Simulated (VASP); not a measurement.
# TiO2 (I4/m) in VASP: further runs, part 2 of 2

VASP 6.6.1. The steps go on from the part before.

### Step 4. Single point, PBE

This run uses another cell than the first one, of 12.17 Å³/atom.

The input, INCAR:

```
ALGO = Normal
EDIFF = 1E-6
ENCUT = 520
GGA = PE
ISIF = 2
ISMEAR = 0
LASPH = True
LCHARG = True
LELF = True
LREAL = False
LVHAR = True
LWAVE = False
NBANDS = 60
NELM = 80
PREC = Accurate
SIGMA = 0.02
```

The input, KPOINTS:

```
k-points
0
Gamma
  8 8 8
```

The input, POSCAR:

```
TiO2
1.0
   -4.4046427016      4.4046427016      1.8824189523
    4.4046427016     -4.4046427016      1.8824189523
    4.4046427016      4.4046427016     -1.8824189523
Ti O
4 8
Direct
    0.2897150200      0.0113836866      0.3010987067
    0.0113836866      0.7102849800      0.7216686666
    0.9886163134      0.2897150200      0.2783313334
    0.7102849800      0.9886163134      0.6989012933
    0.4928935817      0.1524580986      0.6453516803
    0.1615537427      0.8438900605      0.0054438032
    0.1524580986      0.5071064183      0.6595645168
    0.1561099395      0.1615537427      0.3176636822
    0.8438900605      0.8384462573      0.6823363178
    0.8475419014      0.4928935817      0.3404354832
    0.8384462573      0.1561099395      0.9945561968
    0.5071064183      0.8475419014      0.3546483197
```

Potentials or basis: VASP PAW PBE potentials, release 64 (Ti_sv, O).

Command:

```bash
$ cat potpaw_PBE.64/Ti_sv/POTCAR potpaw_PBE.64/O/POTCAR > POTCAR
$ mpirun -np 1 vasp_std > vasp.out
```

OUTCAR:

```text
EDIFF = 1E-6
   ENCUT = 520
   GGA = PE
   ISIF = 2
   ISMEAR = 0
   LASPH = True
   LREAL = False
   NELM = 80
   PREC = Accurate

 ion  position               nearest neighbor table
   1  0.290  0.011  0.301-   8 1.77   6 1.86  10 1.96  10 1.96   5 2.18  12 2.40
   2  0.011  0.710  0.722-   6 1.77   9 1.86   5 1.96   5 1.96   7 2.18  10 2.40
   3  0.989  0.290  0.278-  11 1.77   8 1.86  12 1.96  12 1.96  10 2.18   7 2.40
   4  0.710  0.989  0.699-   9 1.77  11 1.86   7 1.96   7 1.96  12 2.18   5 2.40
   5  0.493  0.152  0.645-   2 1.96   2 1.96   1 2.18   4 2.40
   6  0.162  0.844  0.005-   2 1.77   1 1.86
   7  0.152  0.507  0.660-   4 1.96   4 1.96   2 2.18   3 2.40
   8  0.156  0.162  0.318-   1 1.77   3 1.86
   9  0.844  0.838  0.682-   4 1.77   2 1.86
  10  0.848  0.493  0.340-   1 1.96   1 1.96   3 2.18   2 2.40
  11  0.838  0.156  0.995-   3 1.77   4 1.86
  12  0.507  0.848  0.355-   3 1.96   3 1.96   4 2.18   1 2.40

  LATTYP: Found a body centered tetragonal cell.
 ALAT       =     8.8092854032
 C/A-ratio  =     0.4273715440

[... 213 lines left out ...]
      5     -29.9476      2.00000
      6     -29.9239      2.00000
[... 1501 lines left out ...]
     59       7.3336      0.00000
     60       7.4882      0.00000

 [... further k-points ...]

------------------------ aborting loop because EDIFF is reached ----------------------------------------

  FORCE on cell =-STRESS in cart. coord.  units (eV):
  Direction    XX          YY          ZZ          XY          YZ          ZX
  --------------------------------------------------------------------------------------
  -------------------------------------------------------------------------------------
  Total        0.6166501      0.6166501      0.4551630     -0.0000021      0.0000000      0.0000000
  in kB        6.7631919      6.7631919      4.9920612     -0.0000235      0.0000000      0.0000000
  external PRESSURE =       6.1728150 kB  Pullay stress =       0.0000000 kB

 VOLUME and BASIS-vectors are now :
 -----------------------------------------------------------------------------
  energy-cutoff  :      520.00
  volume of cell :      146.08
      direct lattice vectors                 reciprocal lattice vectors
    -4.404642702  4.404642702  1.882418952     0.000000000  0.113516586  0.265615685
     4.404642702 -4.404642702  1.882418952     0.113516586  0.000000000  0.265615685
     4.404642702  4.404642702 -1.882418952     0.113516586  0.113516586  0.000000000

 POSITION                                       TOTAL-FORCE (eV/Angst)
 -----------------------------------------------------------------------------------
      0.10028      2.55218     -0.00000        -0.027811      0.088591      0.000000
      6.25710      0.10028     -0.00000        -0.088591     -0.027811      0.000000
     -1.85246      4.30436      1.88242         0.088591      0.027811     -0.000000
      4.30436      1.85246      1.88242         0.027811     -0.088591      0.000000
      1.34305      4.34204      0.00000        -0.010966      0.000687      0.000000
      3.02943     -2.98147      1.88242         0.024399      0.035708      0.000000
      4.46725      1.34305      0.00000        -0.000687     -0.010966      0.000000
      1.42317      1.37522      0.00000         0.035708     -0.024399      0.000000
      2.98147      3.02943      1.88242        -0.035708      0.024399     -0.000000
     -0.06260      3.06160      1.88242         0.000687      0.010966      0.000000
      1.37522      7.38611     -0.00000        -0.024399     -0.035708     -0.000000
      3.06160      0.06260      1.88242         0.010966     -0.000687      0.000000
 -----------------------------------------------------------------------------------
    total drift:                                0.000000      0.000000     -0.000000

  FREE ENERGIE OF THE ION-ELECTRON SYSTEM (eV)
  ---------------------------------------------------
  free  energy   TOTEN  =      -107.3392821250 eV

  energy  without entropy=     -107.3392821250  energy(sigma->0) =     -107.33928212
```

It took 18 min on 1 thread of Oxide Virtual Turin-like, shared host; peak memory 0.61 GiB.

What came out:

- Free energy: -107.3393 eV
- Pressure: 0.6 GPa
- Largest force: 0.093 eV/Å
- Band gap on the k mesh: 1.99 eV (least direct gap 2.61 eV)

Forces on the atoms (eV/Å):
```
Ti  -0.028  0.089  0.000
Ti  -0.089 -0.028  0.000
Ti   0.089  0.028  0.000
Ti   0.028 -0.089  0.000
O   -0.011  0.001  0.000
O    0.024  0.036  0.000
O   -0.001 -0.011  0.000
O    0.036 -0.024  0.000
O   -0.036  0.024  0.000
O    0.001  0.011  0.000
O   -0.024 -0.036  0.000
O    0.011 -0.001  0.000
```

A k mesh can miss the band edges.

### Step 5. Overview

```tsv
cell	gap on the mesh (eV)	pressure (GPa)	largest force (eV/Å)
a = 6.472 Å, angles 94.8, 94.8, 146.2°, 12 atoms, atomic positions A	1.90	2.6	0.09
a = 6.426 Å, angles 94.9, 94.9, 146.0°, 12 atoms, atomic positions B	1.81	5.6	0.09
a = 6.507 Å, angles 94.8, 94.8, 146.4°, 12 atoms, atomic positions C	1.99	0.6	0.09
```

Alike in all rows: task single point; level PBE; potentials or basis VASP PAW PBE potentials, release 64 (Ti_sv, O); no spin polarisation; k mesh 8 × 8 × 8; cutoff (eV) 520; smearing gaussian 0.02 eV.

Caveats: the cell stands under pressure (at least some runs).

Absolute energies hang on the potentials; compare differences alone.
